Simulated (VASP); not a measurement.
## Rh: single point with PBEsol

The system is Rh.

```
Rh
1.0
     0.00000    1.94424    1.94424
     1.94424    0.00000    1.94424
     1.94424    1.94424    0.00000
Rh
1
Direct
  0.00000 0.00000 0.00000
```

This cell differs from its parent crystal: strained.

```json
{
  "Program": "VASP 6.6.1",
  "Task": "single point",
  "Functional": "PBEsol",
  "Potentials or basis": "VASP PAW PBE potentials, release 64 (Rh_pv)",
  "Cutoff": "520 eV",
  "k mesh": "18 × 18 × 18",
  "Occupations": "gaussian, width 0.1 eV",
  "Spin": "no spin polarisation",
  "Dipole correction": "no",
  "Further INCAR settings": "ALGO = Fast; EDIFF = 1e-06; NBANDS = 14"
}
```

- Pressure: -20.2 GPa

Levels at points of the mesh, in eV from the Fermi level:
```tsv
k point	band 4	band 5	band 6	band 7	band 8	band 9	band 10	band 11
(0.00, 0.00, 0.00)	-7.57	-2.80	-2.80	-2.80	-0.90	-0.90	15.96	20.54
(0.50, 0.00, 0.00)	-5.63	-2.85	-2.85	0.50	0.50	0.73	7.92	15.44
(0.50, 0.50, 0.00)	-5.74	-5.40	0.48	0.87	0.87	3.11	11.40	12.84
```

It took 18 s on 1 thread of Intel(R) Xeon(R) Platinum 8488C (Sapphire Rapids) (shared host), peak memory 0.15 GiB.

Caveat: the cell differs from its parent crystal (strained); the PAW data sets were made with another functional, which shifts forces and pressure a little.
